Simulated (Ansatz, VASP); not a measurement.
**One calculation of Tl, two programs**

```
Tl
1.0
     3.45600    0.00000    0.00000
    -1.72800    2.99298    0.00000
     0.00000    0.00000    5.52500
Tl
2
Direct
  0.23158 0.66615 0.27400
  0.66667 0.33333 0.75000
```

Change from the starting cell: one atom moved.

Alike in both runs: task single point; functional PBEsol; k mesh 12 × 12 × 8; occupations gaussian, width 0.1 eV; no spin polarisation.

```csv
,VASP,Ansatz
version,VASP 6.6.1,Ansatz 0.2.0
potentials or method,"VASP PAW PBE potentials, release 64 (Tl_d), cutoff 500 eV","scalar-relativistic, plane waves, PAW"
valence electrons in the cell,26,26
```

```tsv
	VASP	Ansatz	Ansatz less VASP
gap on the k mesh at the Fermi level (eV)	none	none	-
pressure (GPa)	0.3	0.4	+0.06
traceless stress, the component that is largest in VASP (GPa)	0.65	0.65	-0.003
rms of the force components (eV/Å)	0.251	0.250	-0.0004
```

VASP's potentials were made for PBE, not for PBEsol. Atom by atom the forces differ by 0.000 eV/Å (rms over components). A gap of «none» marks a metal or a gap that the smearing closes.

Neither program's run includes spin-orbit coupling.
